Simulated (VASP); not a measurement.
# AlN (zincblende type) (F-43m) in VASP: a series of runs

The runs below take AlN (zincblende type) through single point, with PBE.

Everything below comes from runs of VASP 6.6.1. Logs are shortened: lines on timing, memory, paths and dates and some standing lists are left out, and cuts for length are marked.

## (1) The cell of the first run

It takes space group F-43m (No. 216, cubic). The conventional cell has a = 4.403 Å, b = 4.403 Å, c = 4.403 Å, α = 90.00°, β = 90.00°, γ = 90.00°. Within 2.5 Å of Al (site symmetry -43m) lie 4 N at 1.91 Å. Within 2.5 Å of N (site symmetry -43m) lie 4 Al at 1.91 Å.

## (2) Single point, PBE

File INCAR:

```
PREC = Accurate
ENCUT = 520
EDIFF = 1E-6
ISMEAR = -1
SIGMA = 0.08
LREAL = F
LASPH = T
NELM = 80
ALGO = Normal
ISIF = 2
LWAVE = F
LCHARG = F
GGA = PE
NBANDS = 11
```

File KPOINTS:

```
Automatic mesh
0
Gamma
  15 15 15
```

File POSCAR:

```
AlN
1.0
    0.0000000000      2.2015457364      2.2015457364
    2.2015457364      0.0000000000      2.2015457364
    2.2015457364      2.2015457364      0.0000000000
Al N
1 1
Direct
    0.0000000000      0.0000000000      0.0000000000
    0.2500000000      0.2500000000      0.2500000000
```

Potentials or basis: VASP PAW PBE potentials, release 64 (Al, N).

Command:

```
cat potpaw_PBE.64/Al/POTCAR potpaw_PBE.64/N/POTCAR > POTCAR
mpirun -np 1 vasp_std > vasp.out
```

OUTCAR:

```text
PREC = Accurate
   ENCUT = 520
   EDIFF = 1E-6
   ISMEAR = -1
   LREAL = F
   LASPH = T
   NELM = 80
   ISIF = 2
   GGA = PE

 ion  position               nearest neighbor table
   1  0.000  0.000  0.000-   2 1.91   2 1.91   2 1.91   2 1.91
   2  0.250  0.250  0.250-   1 1.91   1 1.91   1 1.91   1 1.91

  LATTYP: Found a face centered cubic cell.
 ALAT       =     4.4030914728

  Lattice vectors:

 A1 = (   0.0000000000,   2.2015457364,   2.2015457364)
 A2 = (   2.2015457364,   0.0000000000,   2.2015457364)
 A3 = (   2.2015457364,   2.2015457364,   0.0000000000)

Analysis of symmetry for initial positions (statically):
=====================================================================
 Subroutine PRICEL returns:
 Original cell was already a primitive cell.

 Routine SETGRP: Setting up the symmetry group for a
 face centered cubic supercell.

 Subroutine GETGRP returns: Found 24 space group operations
 (whereof 24 operations were pure point group operations)
 out of a pool of 48 trial point group operations.

The static configuration has the point symmetry T_d .

Analysis of symmetry for dynamics (positions and initial velocities):
=====================================================================
 Subroutine PRICEL returns:
 Original cell was already a primitive cell.

 Routine SETGRP: Setting up the symmetry group for a
 face centered cubic supercell.

 Subroutine GETGRP returns: Found 24 space group operations
 (whereof 24 operations were pure point group operations)
 out of a pool of 48 trial point group operations.

The dynamic configuration has the point symmetry T_d .

 Subroutine INISYM returns: Found 24 space group operations
 (whereof 24 operations are pure point group operations),
 and found     1 'primitive' translations

----------------------------------------------------------------------------------------

                                     Primitive cell

  volume of cell :      21.3409

  direct lattice vectors                    reciprocal lattice vectors
     0.000000000  2.201545736  2.201545736    -0.227113156  0.227113156  0.227113156
     2.201545736  0.000000000  2.201545736     0.227113156 -0.227113156  0.227113156
     2.201545736  2.201545736  0.000000000     0.227113156  0.227113156 -0.227113156

  length of vectors
     3.113455839  3.113455839  3.113455839     0.393371525  0.393371525  0.393371525

[... 79 lines left out ...]
   NELM   =     80;   NELMIN=  2; NELMDL= -5     # of ELM steps
   EDIFF  = 0.1E-05   stopping-criterion for ELM
   LREAL  =      F    real-space projection
   EDIFFG = 0.1E-04   stopping-criterion for IOM
   NSW    =      0    number of steps for IOM
   IBRION =     -1    ionic relax: 0-MD 1-quasi-New 2-CG
   NFREE  =      0    steps in history (QN), initial steepest desc. (CG)
   ISIF   =      2    stress and relaxation
   ISYM   =      2    0-nonsym 1-usesym 2-fastsym
   POTIM  = 0.5000    time-step for ionic-motion
   TEBEG  =    0.0;   TEEND  =   0.0 temperature during run
   PSTRESS=    0.0 pullay stress
   NELECT =       8.0000    total number of electrons
   NUPDOWN=      -1.0000    fix difference up-down
   EMIN   =  10.00;   EMAX   =-10.00  energy-range for DOS
   EFERMI =   0.00;   METHOD = LEGACY
   ISMEAR =    -1;   SIGMA  =   0.08  broadening in eV -4-tet -1-fermi 0-gaus
   EFERMI_NEDOS =   21; number of points for ismear=-14 and -15
   IALGO  =     38    algorithm
   IMIX   =      4    mixing-type and parameters
     AMIX     =   0.40;   BMIX     =  1.00
     AMIX_MAG =   1.60;   BMIX_MAG =  1.00
  volume/ion in A,a.u.               =      10.67        72.01
  Fermi-wavevector in a.u.,A,eV,Ry     =   1.180412  2.230656 18.957998  1.393374
  Thomas-Fermi vector in A             =   2.316705
   LORBIT       =      0    0 simple, 1 ext, 2 COOP (PROOUT), +10 PAW based schemes
   GGA     = PE    functional components
   LHFCALC =     F    Hartree Fock is set to
   AEXX    =    0.0000 exact exchange contribution
   IVDW    =     0    specifies the selected vdW correction
   LEPSILON=     F    determine dielectric tensor
   LRPA    =     F    only Hartree local field effects (RPA)
 non-spin polarized calculation
  energy-cutoff  :      520.00
  volume of cell :       21.34
 maximum number of plane-waves:       589
   NGX = 11   NGY = 11   NGZ = 11

 number of electron       8.0000001 magnetization

 Free energy of the ion-electron system (eV)
  ---------------------------------------------------
  ext. energy  EPLUGINS =         0.00000000
  ---------------------------------------------------
  free energy    TOTEN  =       -14.84743237 eV

  energy without entropy =      -14.84743237  energy(sigma->0) =      -14.84743237

 E-fermi :   7.3993     XC(G=0): -10.8293

 val. band max:        5.7456194452   @ k =   0.0000   0.0000   0.0000
 cond. band min:       9.1156049690   @ k =   0.4667   0.4667   0.0000
 fundamental gap:      3.3699855238
 Fermi energy:         7.3993004804

 k-point     1 :       0.0000    0.0000    0.0000
  band No.  band energies     occupation
      1      -9.0972      2.00000
      2       5.7456      2.00000
      3       5.7456      2.00000
      4       5.7456      2.00000
      5       9.7304      0.00000
      6      18.0698      0.00000
      7      18.0698      0.00000
      8      18.0698      0.00000
      9      23.2426      0.00000
     10      23.2426      0.00000
     11      24.5982      0.00000
[... 309 lines left out ...]
 k-point    24 :       0.2000    0.1333    0.0000
  band No.  band energies     occupation
      1      -8.5458      2.00000
      2       3.8041      2.00000
      3       5.2466      2.00000
      4       5.2949      2.00000
      5      11.5514      0.00000
      6      16.6872      0.00000
      7      17.9186      0.00000
      8      18.7107      0.00000
      9      19.2063      0.00000
     10      23.6837      0.00000
     11      25.4277      0.00000

 [... further k-points ...]
[... 5 lines left out ...]
  --------------------------------------------------------------------------------------
  -------------------------------------------------------------------------------------
  Total       -0.0363904     -0.0363904     -0.0363904      0.0000000      0.0000000      0.0000000
  in kB       -2.7320232     -2.7320232     -2.7320232      0.0000000      0.0000000      0.0000000
  external PRESSURE =      -2.7320232 kB  Pullay stress =       0.0000000 kB

 VOLUME and BASIS-vectors are now :
 -----------------------------------------------------------------------------
  energy-cutoff  :      520.00
  volume of cell :       21.34
      direct lattice vectors                 reciprocal lattice vectors
     0.000000000  2.201545736  2.201545736    -0.227113156  0.227113156  0.227113156
     2.201545736  0.000000000  2.201545736     0.227113156 -0.227113156  0.227113156
     2.201545736  2.201545736  0.000000000     0.227113156  0.227113156 -0.227113156

 POSITION                                       TOTAL-FORCE (eV/Angst)
 -----------------------------------------------------------------------------------
      0.00000      0.00000      0.00000        -0.000000     -0.000000     -0.000000
      1.10077      1.10077      1.10077         0.000000      0.000000      0.000000
 -----------------------------------------------------------------------------------
    total drift:                                0.000000      0.000000      0.000000

  FREE ENERGIE OF THE ION-ELECTRON SYSTEM (eV)
  ---------------------------------------------------
  free  energy   TOTEN  =       -14.8474323725 eV

  energy  without entropy=      -14.8474323724  energy(sigma->0) =      -14.84743237
```

stdout:

```text
POSCAR found type information on POSCAR AlN
 POSCAR found :  2 types and       2 ions
 scaLAPACK will be used
 LDA part: xc-table for (Slater+PW92), standard interpolation
 POSCAR, INCAR and KPOINTS ok, starting setup
 FFT: planning ... GRIDC
 FFT: planning ... GRID_SOFT
 FFT: planning ... GRID
 WAVECAR not read
 entering main loop
```

Run time: 42 s. Hardware: 1 thread of AMD EPYC 7R13, shared host; peak memory 0.12 GiB.

Results:

```
Free energy            : -14.8474 eV
Pressure               : -0.3 GPa
Band gap on the k mesh : 3.37 eV, indirect (least direct gap 3.98 eV)
```

A k mesh can miss the band edges. As with any semilocal functional, this PBE gap is likely too small.

## (3) Single point, PBE

File INCAR:

```
SYSTEM = AlN
PREC = Accurate
ENCUT = 520
EDIFF = 1E-6
ISMEAR = -1
SIGMA = 0.08
LREAL = .FALSE.
LASPH = .TRUE.
NELM = 60
ALGO = Normal
ISIF = 2
LWAVE = .FALSE.
LCHARG = .FALSE.
GGA = PE
NBANDS = 11
```

File KPOINTS:

```
regular mesh
0
G
  15 15 15
  0 0 0
```

File POSCAR:

```
AlN
1.0
    0.0000000000      2.2012261972      2.2012261972
    2.2012261972      0.0000000000      2.2012261972
    2.2012261972      2.2012261972      0.0000000000
Al N
1 1
Direct
    0.0000000000      0.0000000000      0.0000000000
    0.2500000000      0.2500000000      0.2500000000
```

Potentials or basis: VASP PAW PBE potentials, release 64 (Al, N).

Command:

```
cat potpaw_PBE.64/Al/POTCAR potpaw_PBE.64/N/POTCAR > POTCAR
mpirun -np 1 vasp_std > vasp.out
```

It took 41 s on 1 thread of AMD EPYC 7R13, shared host; peak memory 0.12 GiB.

The run converged. Its results:

| Item | Value |
| --- | --- |
| Free energy | -14.8474 eV |
| Pressure | -0.2 GPa |
| Band gap on the k mesh | 3.37 eV, indirect (least direct gap 3.99 eV) |

Levels at points of the mesh, in eV from the valence-band top:
```tsv
k point	band 2	band 3	band 4	band 5	band 6	band 7
(0.00, 0.00, 0.00)	0.00	0.00	0.00	3.99	12.33	12.33
```

A k mesh can miss the band edges. A hybrid or GW would open this gap; PBE tends to underestimate it.
